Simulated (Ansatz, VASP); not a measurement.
# One calculation of Ag3SnSe, two programs

```
CELL_PARAMETERS angstrom
4.93813 0.00000 0.00000
0.00000 4.93813 0.00000
0.00000 0.00000 4.93813
ATOMIC_POSITIONS crystal
Ag 0.50000 0.00000 0.00000
Ag 0.00000 0.50000 0.00000
Ag 0.00000 0.00000 0.50000
Sn 0.50000 0.50000 0.50000
Se 0.00000 0.00000 0.00000
```

Alike in both runs: task single point; functional PBE; k mesh 4 × 4 × 4; occupations gaussian, width 0.1 eV; collinear spin.

```csv
,VASP,Ansatz
version,VASP 6.6.1,Ansatz 0.2.0
potentials or method,"VASP PAW PBE potentials, release 64 (Ag, Sn_d, Se), cutoff 520 eV","scalar-relativistic, plane waves, PAW"
valence electrons in the cell,53,87
```

```csv
,VASP,Ansatz,Ansatz less VASP
gap on the k mesh at the Fermi level (eV),none,none,-
pressure (GPa),4.4,4.4,-0.01
net moment per atom (μB),0.00,0.00,0.000
```

A gap of «none» marks a metal or a gap that the smearing closes. With one functional, cell and mesh, what is left measures potentials, basis and numerics. VASP's potentials hold 53 valence electrons a cell and Ansatz's 87, so a difference there can come from the potentials and not from the codes. Ansatz's warnings: seeded moment not kept.
